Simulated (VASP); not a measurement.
A run of VASP 6.6.1 is set up as follows.

INCAR

```
SYSTEM = Ni
PREC = Accurate ; ENCUT = 520
EDIFF = 1E-7 ; ISMEAR = 0
SIGMA = 0.15 ; LREAL = .FALSE.
LASPH = .TRUE. ; NELM = 150
ALGO = Normal ; ISIF = 2
LWAVE = .FALSE. ; LCHARG = .TRUE.
ISPIN = 2 ; MAGMOM = 0.5
LORBIT = 11 ; LMAXMIX = 4
GGA = PS ; LELF = .TRUE.
LVHAR = .TRUE. ; NBANDS = 15
```

Contents of KPOINTS:

```
Automatic mesh
0
G
  24 24 24
  0 0 0
```

POSCAR

```
Ni
1.0
   -1.3837154700      1.3837154700      1.3837154700
    1.3837154700     -1.3837154700      1.3837154700
    1.3837154700      1.3837154700     -1.3837154700
Ni
1
Direct
    0.0000000000      0.0000000000      0.0000000000
```

Potentials or basis: VASP PAW PBE potentials, release 64 (Ni).

The run is started by

```sh
$ cat potpaw_PBE.64/Ni/POTCAR > POTCAR
$ mpirun -np 1 vasp_std > vasp.out
```

Question: Estimate the pressure.

Answer: -2.8 GPa.

Question: Estimate the site moments.

Answer: Ni +0.53 μB.

Caveat: the PAW data sets were made with another functional, which shifts forces and pressure a little.
